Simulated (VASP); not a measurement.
# ZnF2 (P4_2/mnm) in VASP: a series of runs

The runs below take ZnF2 through single point, relaxation of cell and atoms, with LDA.

Program: VASP 6.6.1. These are calculated values, not measurements. Logs are shortened: lines on timing, memory, paths and dates and some standing lists are left out, and cuts for length are marked.

### Step 1. The cell of the first run

Symmetry: P4_2/mnm, No. 136, tetragonal system. Conventional cell: a = 4.631 Å, b = 4.631 Å, c = 3.088 Å, α = 90.00°, β = 90.00°, γ = 90.00°. Within 2.6 Å of Zn (site symmetry mmm) lie 6 F at 1.99 to 2.01 Å. Within 2.6 Å of F (site symmetry m2m) lie 3 Zn at 1.99 to 2.01 Å and 1 F at 2.58 Å.

### Step 2. Single point, LDA

Input file INCAR:

```
SYSTEM = ZnF2
PREC = Accurate ; ENCUT = 600
EDIFF = 1E-6 ; ISMEAR = -1
SIGMA = 0.05 ; LREAL = .FALSE.
LASPH = .TRUE. ; NELM = 120
ALGO = Normal ; ISIF = 2
LWAVE = .FALSE. ; LCHARG = .FALSE.
NBANDS = 35 ; GGA_COMPAT = .FALSE.
```

Input file KPOINTS:

```
regular mesh
0
G
  6 6 10
  0 0 0
```

Input file POSCAR:

```
ZnF2
1.0
    4.6305912559      0.0000000000      0.0000000000
    0.0000000000      4.6305912559      0.0000000000
    0.0000000000      0.0000000000      3.0880767054
Zn F
2 4
Direct
    0.0000000000      0.0000000000      0.0000000000
    0.5000000000      0.5000000000      0.5000000000
    0.3032745163      0.3032745163      0.0000000000
    0.1967254837      0.8032745163      0.5000000000
    0.6967254837      0.6967254837      0.0000000000
    0.8032745163      0.1967254837      0.5000000000
```

Potentials or basis: VASP PAW LDA potentials, release 64 (Zn, F).

Command:

```console
$ cat potpaw_LDA.64/Zn/POTCAR potpaw_LDA.64/F/POTCAR > POTCAR
$ mpirun -np 1 vasp_std > vasp.out
```

OUTCAR:

```text
SYSTEM = ZnF2
   PREC = Accurate
   ENCUT = 600
   EDIFF = 1E-6
   ISMEAR = -1
   LREAL = .FALSE.
   LASPH = .TRUE.
   NELM = 120
   ISIF = 2

 ion  position               nearest neighbor table
   1  0.000  0.000  0.000-   3 1.99   5 1.99   4 2.01   6 2.01   4 2.01   6 2.01
   2  0.500  0.500  0.500-   4 1.99   6 1.99   5 2.01   3 2.01   3 2.01   5 2.01
   3  0.303  0.303  0.000-   1 1.99   2 2.01   2 2.01
   4  0.197  0.803  0.500-   2 1.99   1 2.01   1 2.01
   5  0.697  0.697  0.000-   1 1.99   2 2.01   2 2.01
   6  0.803  0.197  0.500-   2 1.99   1 2.01   1 2.01

  LATTYP: Found a simple tetragonal cell.
 ALAT       =     4.6305912559
 C/A-ratio  =     0.6668860486

  Lattice vectors:

 A1 = (   4.6305912559,   0.0000000000,   0.0000000000)
 A2 = (   0.0000000000,   4.6305912559,   0.0000000000)
 A3 = (   0.0000000000,   0.0000000000,   3.0880767054)

Analysis of symmetry for initial positions (statically):
=====================================================================
 Subroutine PRICEL returns:
 Original cell was already a primitive cell.

 Routine SETGRP: Setting up the symmetry group for a
 simple tetragonal supercell.

 Subroutine GETGRP returns: Found 16 space group operations
 (whereof  8 operations were pure point group operations)
 out of a pool of 16 trial point group operations.

The static configuration has the point symmetry D_2h.
 The point group associated with its full space group is D_4h.

Analysis of symmetry for dynamics (positions and initial velocities):
=====================================================================
 Subroutine PRICEL returns:
 Original cell was already a primitive cell.

 Routine SETGRP: Setting up the symmetry group for a
 simple tetragonal supercell.

 Subroutine GETGRP returns: Found 16 space group operations
 (whereof  8 operations were pure point group operations)
 out of a pool of 16 trial point group operations.

The dynamic configuration has the point symmetry D_2h.
 The point group associated with its full space group is D_4h.

 Subroutine INISYM returns: Found 16 space group operations
 (whereof  8 operations are pure point group operations),
 and found     1 'primitive' translations

----------------------------------------------------------------------------------------
[... 100 lines left out ...]
   NELM   =    120;   NELMIN=  2; NELMDL= -5     # of ELM steps
   EDIFF  = 0.1E-05   stopping-criterion for ELM
   LREAL  =      F    real-space projection
   EDIFFG = 0.1E-04   stopping-criterion for IOM
   NSW    =      0    number of steps for IOM
   IBRION =     -1    ionic relax: 0-MD 1-quasi-New 2-CG
   NFREE  =      0    steps in history (QN), initial steepest desc. (CG)
   ISIF   =      2    stress and relaxation
   ISYM   =      2    0-nonsym 1-usesym 2-fastsym
   POTIM  = 0.5000    time-step for ionic-motion
   TEBEG  =    0.0;   TEEND  =   0.0 temperature during run
   PSTRESS=    0.0 pullay stress
   NELECT =      52.0000    total number of electrons
   NUPDOWN=      -1.0000    fix difference up-down
   EMIN   =  10.00;   EMAX   =-10.00  energy-range for DOS
   EFERMI =   0.00;   METHOD = LEGACY
   ISMEAR =    -1;   SIGMA  =   0.05  broadening in eV -4-tet -1-fermi 0-gaus
   EFERMI_NEDOS =   21; number of points for ismear=-14 and -15
   IALGO  =     38    algorithm
   IMIX   =      4    mixing-type and parameters
     AMIX     =   0.40;   BMIX     =  1.00
     AMIX_MAG =   1.60;   BMIX_MAG =  1.00
  volume/ion in A,a.u.               =      11.04        74.47
  Fermi-wavevector in a.u.,A,eV,Ry     =   1.510389  2.854222 31.038650  2.281276
  Thomas-Fermi vector in A             =   2.620586
   LORBIT       =      0    0 simple, 1 ext, 2 COOP (PROOUT), +10 PAW based schemes
   GGA     = CA    functional components
   LHFCALC =     F    Hartree Fock is set to
   AEXX    =    0.0000 exact exchange contribution
   IVDW    =     0    specifies the selected vdW correction
   LEPSILON=     F    determine dielectric tensor
   LRPA    =     F    only Hartree local field effects (RPA)
 non-spin polarized calculation
  energy-cutoff  :      600.00
  volume of cell :       66.22
 maximum number of plane-waves:      2232
 NGX is ok and might be reduce to    40
   NGX = 19   NGY = 19   NGZ = 13

 number of electron      52.0000013 magnetization

 Free energy of the ion-electron system (eV)
  ---------------------------------------------------
  ext. energy  EPLUGINS =         0.00000000
  ---------------------------------------------------
  free energy    TOTEN  =       -27.04277633 eV

  energy without entropy =      -27.04277633  energy(sigma->0) =      -27.04277633

 E-fermi :   0.0799     XC(G=0): -11.2555

 val. band max:       -1.0139254384   @ k =   0.0000   0.0000   0.0000
 cond. band min:       2.3885426456   @ k =   0.0000   0.0000   0.0000
 fundamental gap:      3.4024680840
 Fermi energy:         0.0798503762

 k-point     1 :       0.0000    0.0000    0.0000
  band No.  band energies     occupation
      1     -22.9379      2.00000
      2     -22.0053      2.00000
      3     -22.0053      2.00000
      4     -21.9686      2.00000
      5      -7.8251      2.00000
      6      -6.8144      2.00000
[... 901 lines left out ...]
     34      13.2954      0.00000
     35      15.1790      0.00000

 [... further k-points ...]

------------------------ aborting loop because EDIFF is reached ----------------------------------------

  FORCE on cell =-STRESS in cart. coord.  units (eV):
  Direction    XX          YY          ZZ          XY          YZ          ZX
  --------------------------------------------------------------------------------------
  -------------------------------------------------------------------------------------
  Total        0.2051342      0.2051342      0.3545018      0.0000000      0.0000000      0.0000000
  in kB        4.9634957      4.9634957      8.5776448      0.0000000      0.0000000      0.0000000
  external PRESSURE =       6.1682121 kB  Pullay stress =       0.0000000 kB

 VOLUME and BASIS-vectors are now :
 -----------------------------------------------------------------------------
  energy-cutoff  :      600.00
  volume of cell :       66.22
      direct lattice vectors                 reciprocal lattice vectors
     4.630591256  0.000000000  0.000000000     0.215955144  0.000000000  0.000000000
     0.000000000  4.630591256  0.000000000     0.000000000  0.215955144  0.000000000
     0.000000000  0.000000000  3.088076705     0.000000000  0.000000000  0.323826153

 POSITION                                       TOTAL-FORCE (eV/Angst)
 -----------------------------------------------------------------------------------
      0.00000      0.00000      0.00000        -0.000000     -0.000000     -0.000000
      2.31530      2.31530      1.54404        -0.000000     -0.000000     -0.000000
      1.40434      1.40434      0.00000        -0.008964     -0.008964      0.000000
      0.91096      3.71964      1.54404         0.008964     -0.008964      0.000000
      3.22625      3.22625      0.00000         0.008964      0.008964     -0.000000
      3.71964      0.91096      1.54404        -0.008964      0.008964     -0.000000
 -----------------------------------------------------------------------------------
    total drift:                                0.000000     -0.000000     -0.000000

  FREE ENERGIE OF THE ION-ELECTRON SYSTEM (eV)
  ---------------------------------------------------
  free  energy   TOTEN  =       -27.0427763253 eV

  energy  without entropy=      -27.0427763253  energy(sigma->0) =      -27.04277633
```

Run time: 3.7 min. Hardware: 1 thread of Intel Xeon 8259CL, shared host; peak memory 0.25 GiB.

What came out:

```yaml
Free_energy: -27.0428 eV
Pressure: 0.6 GPa
Largest_force: 0.013 eV/Å
Band_gap_on_the_k_mesh: 3.40 eV
```

Forces on the atoms (eV/Å):
```
Zn   0.000  0.000  0.000
Zn   0.000  0.000  0.000
F   -0.009 -0.009  0.000
F    0.009 -0.009  0.000
F    0.009  0.009  0.000
F   -0.009  0.009  0.000
```

Stress tensor (GPa, compression positive):
```
0.50 0.00 0.00
0.00 0.50 0.00
0.00 0.00 0.86
```

### Step 3. Relaxation of cell and atoms, LDA

This run uses another cell than the first one, of 11.56 Å³/atom.

Input file INCAR:

```
SYSTEM = ZnF2
PREC = Accurate
ENCUT = 600
EDIFF = 1E-7
ISMEAR = -1
SIGMA = 0.05
LREAL = .FALSE.
LASPH = .TRUE.
NELM = 120
ALGO = Normal
ISIF = 3
LWAVE = .FALSE.
LCHARG = .FALSE.
GGA = CA
IBRION = 2
NSW = 100
EDIFFG = -0.002
GGA_COMPAT = .FALSE.
NELMIN = 4
```

Input file KPOINTS:

```
Automatic mesh
0
G
  6 6 10
  0 0 0
```

Input file POSCAR:

```
ZnF2
1.0
    4.7048000000      0.0000000000      0.0000000000
    0.0000000000      4.7048000000      0.0000000000
    0.0000000000      0.0000000000      3.1338000000
Zn F
2 4
Direct
    0.0000000000      0.0000000000      0.0000000000
    0.5000000000      0.5000000000      0.5000000000
    0.3024000000      0.3024000000      0.0000000000
    0.1976000000      0.8024000000      0.5000000000
    0.6976000000      0.6976000000      0.0000000000
    0.8024000000      0.1976000000      0.5000000000
```

Potentials or basis: VASP PAW LDA potentials, release 64 (Zn, F).

Command:

```console
$ cat potpaw_LDA.64/Zn/POTCAR potpaw_LDA.64/F/POTCAR > POTCAR
$ mpirun -np 1 vasp_std > vasp.out
```

It took 20 min on 1 thread of Intel Xeon 8259CL, shared host; peak memory 0.27 GiB.

Results (log left out):

| Item | Value |
| --- | --- |
| Free energy | -27.0546 eV |
| Relaxed volume | 11.08 Å³/atom |
| Relaxed cell | a = 4.632 Å, b = 4.632 Å, c = 3.097 Å, α = 90.00°, β = 90.00°, γ = 90.00° |
| Space group after relaxing (to 0.1 Å) | P4_2/mnm (No. 136) |
| Energy gained by relaxing | 8.3 meV/atom |
| Ionic steps | 11 |
| Pressure after relaxing | 0.0 GPa |
| Band gap on the k mesh | 3.39 eV |

Step by step:
| step | energy change (eV) | largest force (eV/Å) | pressure (GPa) | volume (Å³) |
| --- | --- | --- | --- | --- |
| 1 | 0.0000 | 0.1032 | -5.24 | 69.37 |
| 2 | -0.0444 | 0.0283 | 1.87 | 65.64 |
| 3 | -0.0496 | 0.0075 | -0.02 | 66.51 |
| 4 | -0.0496 | 0.0053 | 0.10 | 66.46 |
| 5 | -0.0498 | 0.0047 | 0.11 | 66.44 |
| 6 | -0.0500 | 0.0028 | 0.14 | 66.40 |
| 7 | -0.0500 | 0.0043 | -0.12 | 66.53 |
| 8 | -0.0500 | 0.0037 | -0.01 | 66.47 |
| 9 | -0.0500 | 0.0036 | 0.02 | 66.46 |
| 10 | -0.0500 | 0.0036 | 0.00 | 66.46 |
| 11 | -0.0500 | 0.0013 | 0.01 | 66.47 |

Final structure:
```
CELL_PARAMETERS angstrom
4.63237 0.00000 0.00000
0.00000 4.63237 0.00000
0.00000 0.00000 3.09740
ATOMIC_POSITIONS crystal
Zn 0.00000 0.00000 0.00000
Zn 0.50000 0.50000 0.50000
F 0.30323 0.30323 0.00000
F 0.19677 0.80323 0.50000
F 0.69677 0.69677 0.00000
F 0.80323 0.19677 0.50000
```

Levels at points of the mesh, in eV from the valence-band top:
```
           k point  band 24  band 25  band 26  band 27  band 28  band 29
(0.00, 0.00, 0.00)    -0.39    -0.39     0.00     3.39     9.37     9.37
(0.50, 0.00, 0.00)    -0.69    -0.49    -0.49     6.07     6.07    10.31
(0.50, 0.50, 0.00)    -1.39    -0.41    -0.41     7.09     7.09     8.96
(0.00, 0.00, 0.50)    -1.38    -1.35    -1.35     8.29     8.29    11.84
(0.50, 0.00, 0.50)    -1.46    -0.08    -0.08     8.87     8.87    10.17
(0.50, 0.50, 0.50)    -1.35    -0.85    -0.85     8.12     8.12    11.18
```

A k mesh can miss the band edges. LDA usually gives volumes a few per cent too small.
